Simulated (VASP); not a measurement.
A run of VASP 6.6.1 is set up as follows.

File INCAR:

```
SYSTEM = SnSe
ALGO     = Normal         ! electronic algorithm
EDIFF    = 1E-7           ! SCF threshold, eV
ENCUT    = 520            ! plane-wave cutoff, eV
GGA      = PE             ! functional
ISIF     = 2              ! what is computed and relaxed
ISMEAR   = 0              ! smearing method
IVDW     = 12             ! dispersion correction
LASPH    = .TRUE.         ! aspherical terms in the spheres
LCHARG   = .TRUE.         ! write CHGCAR
LELF     = .TRUE.         ! ELF
LREAL    = .FALSE.        ! projectors in reciprocal space
LVHAR    = .TRUE.       
LWAVE    = .FALSE.        ! write WAVECAR
NBANDS   = 28             ! bands
NELM     = 80             ! most SCF steps
PREC     = Accurate       ! precision mode
SIGMA    = 0.01           ! smearing width, eV
```

File KPOINTS:

```
k-points
0
G
  10 10 8
  0 0 0
```

File POSCAR:

```
SnSe
1.0
    2.1567758829     -6.0980111383      0.0000000000
    2.1567758829      6.0980111383      0.0000000000
    0.0000000000      0.0000000000      4.3259260012
Sn Se
2 2
Direct
    0.8685642361      0.1314357639      0.2500000000
    0.1314357639      0.8685642361      0.7500000000
    0.6441945586      0.3558054414      0.2500000000
    0.3558054414      0.6441945586      0.7500000000
```

Potentials or basis: VASP PAW PBE potentials, release 64 (Sn_d, Se).

Command:

```sh
$ cat potpaw_PBE.64/Sn_d/POTCAR potpaw_PBE.64/Se/POTCAR > POTCAR
$ mpirun -np 1 vasp_std > vasp.out
```

Question: Estimate the largest force.

Answer: 0.007 eV/Å.

Question: What does it give for the dispersion energy per atom?

Answer: -0.340 eV.

Question: Predict the band gap on the k mesh.

Answer: 0.44 eV, indirect (least direct gap 0.54 eV).

Question: What does it give for the pressure?

Answer: -2.3 GPa.

Forces on the atoms (eV/Å):
```
Sn   0.000 -0.007  0.000
Sn   0.000  0.007  0.000
Se   0.000  0.004  0.000
Se   0.000 -0.004  0.000
```

Caveat: spin-orbit coupling is left out, which moves the levels of the heavy elements. A k mesh can miss the band edges.
